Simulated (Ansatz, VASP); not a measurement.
# W in VASP and in Ansatz

```xyz
1
Lattice="-1.5852 1.5852 1.5852 1.5852 -1.5852 1.5852 1.5852 1.5852 -1.5852" Properties=species:S:1:pos:R:3 pbc="T T T"
W     0.0000    0.0000    0.0000
```

Alike in both runs: task single point; functional LDA; k mesh 6 × 6 × 6; occupations gaussian, width 0.1 eV; no spin polarisation.

```csv
,VASP,Ansatz
version,VASP 6.6.1,Ansatz 0.2.0
potentials or method,"VASP PAW LDA potentials, release 64 (W_sv), cutoff 500 eV","scalar-relativistic, plane waves, PAW"
valence electrons in the cell,14,14
```

VASP gave:

| Quantity | Value |
| --- | --- |
| pressure (GPa) | -10.4 |

Q: Estimate Ansatz's values.

A: Pressure (GPa): -12.2.

LDA's correlation is that of Perdew and Zunger in VASP and of Perdew and Wang (1992) in Ansatz.

The k mesh is coarse, so the values compare programs but aren't converged. Spin-orbit coupling is off throughout.
